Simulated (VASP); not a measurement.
# LaTiO3 (Pm-3m) in VASP: further runs

The runs below take LaTiO3 through single point, with LDA+U.

Everything below comes from runs of VASP 6.6.1. Logs are shortened: lines on timing, memory, paths and dates and some standing lists are left out, and cuts for length are marked.

## 1. The cell of the first run

It takes space group Pm-3m (No. 221, cubic). The conventional cell has a = 3.920 Å, b = 3.920 Å, c = 3.920 Å, α = 90.00°, β = 90.00°, γ = 90.00°. La (site symmetry m-3m) has 12 O at 2.77 Å and 8 Ti at 3.39 Å within 3.7 Å. Within 2.6 Å of Ti (site symmetry m-3m) lie 6 O at 1.96 Å. Within 2.6 Å of O (site symmetry 4/mmm) lie 2 Ti at 1.96 Å.

## 2. Single point, LDA+U, collinear spin

INCAR

```
ALGO = Normal ; EDIFF = 1E-6
ENCUT = 600 ; GGA_COMPAT = False
ISIF = 2 ; ISMEAR = 0
ISPIN = 2 ; LASPH = True
LCHARG = False ; LDAU = True
LDAUJ = 0 0 0 ; LDAUL = -1 2 -1
LDAUPRINT = 1 ; LDAUTYPE = 2
LDAUU = 0 5 0 ; LMAXMIX = 6
LORBIT = 11 ; LREAL = False
LWAVE = False ; MAGMOM = 0 1 0 0 0
NBANDS = 32 ; NELM = 200
PREC = Accurate ; SIGMA = 0.05
```

KPOINTS

```
k-points
0
Gamma
  5 5 5
```

POSCAR

```
LaTiO3
1.0
    3.9200046000      0.0000000000      0.0000000000
    0.0000000000      3.9200046000      0.0000000000
    0.0000000000      0.0000000000      3.9200046000
La Ti O
1 1 3
Direct
    0.0000000000      0.0000000000      0.0000000000
    0.5000000000      0.5000000000      0.5000000000
    0.0000000000      0.5000000000      0.5000000000
    0.5000000000      0.5000000000      0.0000000000
    0.5000000000      0.0000000000      0.5000000000
```

Potentials or basis: VASP PAW LDA potentials, release 64 (La, Ti_sv, O).

The run is started by

```bash
$ cat potpaw_LDA.64/La/POTCAR potpaw_LDA.64/Ti_sv/POTCAR potpaw_LDA.64/O/POTCAR > POTCAR
$ mpirun -np 1 vasp_std > vasp.out
```

OUTCAR:

```text
EDIFF = 1E-6
   ENCUT = 600
   ISIF = 2
   ISMEAR = 0
   ISPIN = 2
   LASPH = True
   LORBIT = 11
   LREAL = False
   NELM = 200
   PREC = Accurate

 ion  position               nearest neighbor table
   1  0.000  0.000  0.000-   3 2.77   4 2.77   5 2.77   3 2.77   5 2.77   3 2.77   4 2.77   3 2.77
                             4 2.77   5 2.77   5 2.77   4 2.77
   2  0.500  0.500  0.500-   3 1.96   4 1.96   5 1.96   4 1.96   5 1.96   3 1.96
   3  0.000  0.500  0.500-   2 1.96   2 1.96   1 2.77   1 2.77   1 2.77   1 2.77
   4  0.500  0.500  0.000-   2 1.96   2 1.96   1 2.77   1 2.77   1 2.77   1 2.77
   5  0.500  0.000  0.500-   2 1.96   2 1.96   1 2.77   1 2.77   1 2.77   1 2.77

  LATTYP: Found a simple cubic cell.
 ALAT       =     3.9200046000

  Lattice vectors:

 A1 = (   3.9200046000,   0.0000000000,   0.0000000000)
 A2 = (   0.0000000000,   3.9200046000,   0.0000000000)
 A3 = (   0.0000000000,   0.0000000000,   3.9200046000)

Analysis of symmetry for initial positions (statically):
=====================================================================
 Subroutine PRICEL returns:
 Original cell was already a primitive cell.

 Routine SETGRP: Setting up the symmetry group for a
 simple cubic supercell.

 Subroutine GETGRP returns: Found 48 space group operations
 (whereof 48 operations were pure point group operations)
 out of a pool of 48 trial point group operations.

The static configuration has the point symmetry O_h .

Analysis of symmetry for dynamics (positions and initial velocities):
=====================================================================
 Subroutine PRICEL returns:
 Original cell was already a primitive cell.

 Routine SETGRP: Setting up the symmetry group for a
 simple cubic supercell.

 Subroutine GETGRP returns: Found 48 space group operations
 (whereof 48 operations were pure point group operations)
 out of a pool of 48 trial point group operations.

The dynamic configuration has the point symmetry O_h .

Analysis of structural, dynamic, and magnetic symmetry:
=====================================================================
 Subroutine PRICEL returns:
 Original cell was already a primitive cell.

 Routine SETGRP: Setting up the symmetry group for a
 simple cubic supercell.

[... 170 lines left out ...]
  o =  0.2438  v =  0.0000  0.0000  0.0000  0.0000  0.0000  0.0000 -0.9843 -0.0000  0.1766  0.0000      0.0000  0.0000  0.0000  0.0000  0.0000  0.0000  0.0000  0.0000  0.0000  0.0000
  o =  0.2438  v =  0.0000  0.0000  0.0000  0.0000  0.0000  0.0000  0.1766  0.0000  0.9843  0.0000      0.0000  0.0000  0.0000  0.0000  0.0000  0.0000  0.0000  0.0000  0.0000  0.0000

 number of electron      40.9999976 magnetization      -0.7285414

 Free energy of the ion-electron system (eV)
  ---------------------------------------------------
  ext. energy  EPLUGINS =         0.00000000
  ---------------------------------------------------
  free energy    TOTEN  =       -44.22625219 eV

  energy without entropy =      -44.22520297  energy(sigma->0) =      -44.22572758

 E-fermi :  10.8898     XC(G=0): -12.1649

 val. band max:       10.8046613471   @ k =   0.4000   0.0000   0.0000
 cond. band min:      10.9040789461   @ k =   0.2000   0.2000   0.2000
 fundamental gap:      0.0994175990
 Fermi energy:        10.8898105428

 spin component 1

 k-point     1 :       0.0000    0.0000    0.0000
  band No.  band energies     occupation
      1     -47.6675      1.00000
      2     -24.3659      1.00000
      3     -24.3659      1.00000
      4     -24.3659      1.00000
      5     -22.9527      1.00000
      6      -9.8391      1.00000
[... 339 lines left out ...]
     31      13.8526      0.00000
     32      13.8526      0.00000
 Fermi energy:        10.8898105428

 spin component 2

 k-point     1 :       0.0000    0.0000    0.0000
  band No.  band energies     occupation
      1     -48.1120      1.00000
      2     -24.7986      1.00000
      3     -24.7986      1.00000
      4     -24.7986      1.00000
      5     -23.0164      1.00000
      6      -9.8540      1.00000
[... 339 lines left out ...]
     31      13.1564      0.00000
     32      13.1567      0.00000

------------------------ aborting loop because EDIFF is reached ----------------------------------------

  FORCE on cell =-STRESS in cart. coord.  units (eV):
  Direction    XX          YY          ZZ          XY          YZ          ZX
  --------------------------------------------------------------------------------------
  -------------------------------------------------------------------------------------
  Total       -0.3369442     -0.3369442     -0.3369442     -0.0000000      0.0000000     -0.0000000
  in kB       -8.9620815     -8.9620815     -8.9620815     -0.0000000      0.0000000     -0.0000000
  external PRESSURE =      -8.9620815 kB  Pullay stress =       0.0000000 kB

 VOLUME and BASIS-vectors are now :
 -----------------------------------------------------------------------------
  energy-cutoff  :      600.00
  volume of cell :       60.24
      direct lattice vectors                 reciprocal lattice vectors
     3.920004600  0.000000000  0.000000000     0.255101741  0.000000000  0.000000000
     0.000000000  3.920004600  0.000000000     0.000000000  0.255101741  0.000000000
     0.000000000  0.000000000  3.920004600     0.000000000  0.000000000  0.255101741

 POSITION                                       TOTAL-FORCE (eV/Angst)
 -----------------------------------------------------------------------------------
      0.00000      0.00000      0.00000         0.000000      0.000000      0.000000
      1.96000      1.96000      1.96000         0.000000      0.000000      0.000000
      0.00000      1.96000      1.96000         0.000000      0.000000      0.000000
      1.96000      1.96000      0.00000         0.000000      0.000000      0.000000
      1.96000      0.00000      1.96000         0.000000      0.000000      0.000000
 -----------------------------------------------------------------------------------
    total drift:                                0.000000     -0.000000     -0.000000

  FREE ENERGIE OF THE ION-ELECTRON SYSTEM (eV)
  ---------------------------------------------------
  free  energy   TOTEN  =       -44.2262521908 eV

  energy  without entropy=      -44.2252029701  energy(sigma->0) =      -44.22572758

 total charge

# of ion       s       p       d       f       tot
--------------------------------------------------
    1        2.009   5.664   0.529   0.268   8.470
    2        2.230   6.321   1.807   0.000  10.358
    3        1.548   3.488   0.000   0.000   5.036
    4        1.548   3.488   0.000   0.000   5.036
    5        1.548   3.488   0.000   0.000   5.036
--------------------------------------------------
tot          8.883  22.449   2.336   0.268  33.935

 magnetization (x)

# of ion       s       p       d       f       tot
--------------------------------------------------
    1       -0.001   0.001  -0.058  -0.078  -0.137
    2       -0.003  -0.004  -0.479   0.000  -0.486
    3        0.000   0.014   0.000   0.000   0.015
    4        0.000   0.014   0.000   0.000   0.015
    5        0.000   0.014   0.000   0.000   0.015
--------------------------------------------------
tot         -0.003   0.039  -0.538  -0.078  -0.579
```

OSZICAR:

```text
N       E                     dE             d eps       ncg     rms          rms(c)
DAV:   1     0.453581310237E+03    0.45358E+03   -0.20003E+04  1544   0.221E+03
DAV:   2     0.373603721387E+02   -0.41622E+03   -0.37000E+03  1336   0.433E+02
DAV:   3    -0.481882385061E+02   -0.85549E+02   -0.82118E+02  2048   0.172E+02
DAV:   4    -0.532302531297E+02   -0.50420E+01   -0.50134E+01  1992   0.434E+01
DAV:   5    -0.535280475668E+02   -0.29779E+00   -0.29728E+00  2056   0.836E+00    0.234E+01
DAV:   6    -0.440392811870E+02    0.94888E+01   -0.58152E+01  2088   0.580E+01    0.874E+00
DAV:   7    -0.443854892112E+02   -0.34621E+00   -0.14519E+01  2272   0.231E+01    0.680E+00
DAV:   8    -0.442044257208E+02    0.18106E+00   -0.90541E-01  2080   0.750E+00    0.438E+00
DAV:   9    -0.442096605033E+02   -0.52348E-02   -0.47663E-01  1824   0.435E+00    0.155E+00
DAV:  10    -0.442354615335E+02   -0.25801E-01   -0.12919E-01  2112   0.179E+00    0.102E+00
DAV:  11    -0.442247236198E+02    0.10738E-01   -0.49501E-02  2072   0.176E+00    0.535E-01
DAV:  12    -0.442237171246E+02    0.10065E-02   -0.93970E-03  2328   0.680E-01    0.321E-01
DAV:  13    -0.442260285170E+02   -0.23114E-02   -0.24260E-03  1984   0.344E-01    0.141E-01
DAV:  14    -0.442261881342E+02   -0.15962E-03   -0.98717E-04  2280   0.173E-01    0.506E-02
DAV:  15    -0.442262465984E+02   -0.58464E-04   -0.14530E-04  1912   0.693E-02    0.225E-02
DAV:  16    -0.442262523926E+02   -0.57941E-05   -0.24345E-05  2104   0.394E-02    0.105E-02
DAV:  17    -0.442262521908E+02    0.20176E-06   -0.27231E-06  1376   0.108E-02
   1 F= -.44226252E+02 E0= -.44225728E+02  d E =-.104922E-02  mag=    -0.7295
```

stdout:

```text
POSCAR found type information on POSCAR LaTiO
 POSCAR found :  3 types and       5 ions
 scaLAPACK will be used
 LDA part: xc-table for (Slater(with rela. corr.)+CA(PZ))
 , standard interpolation
 POSCAR, INCAR and KPOINTS ok, starting setup
 FFT: planning ... GRIDC
 FFT: planning ... GRID_SOFT
 FFT: planning ... GRID
 WAVECAR not read
 entering main loop
```

Run time: 48 s. Hardware: 1 thread of Intel Xeon Platinum 8488C (Sapphire Rapids), shared host; peak memory 0.19 GiB.

Results:

```yaml
Free_energy: -44.2263 eV
Pressure: -0.9 GPa
Net_moment: -0.73 μB per cell
Site_moments: La -0.14; Ti -0.49; O +0.01 μB
Valence_electrons_inside_the_program's_atomic_spheres: La 8.47; Ti 10.36; O 5.04
```

Eigenvalues of the final occupation matrices:
| site | spin | trace | eigenvalues |
| --- | --- | --- | --- |
| site 2 d | 1 | 0.68 | 0.09 0.09 0.09 0.21 0.21 |
| site 2 d | 2 | 1.16 | 0.21 0.21 0.24 0.24 0.24 |

Caveat: spin-orbit coupling is left out, which moves the levels of the heavy elements.

(Part 1 of 3 ends here.)
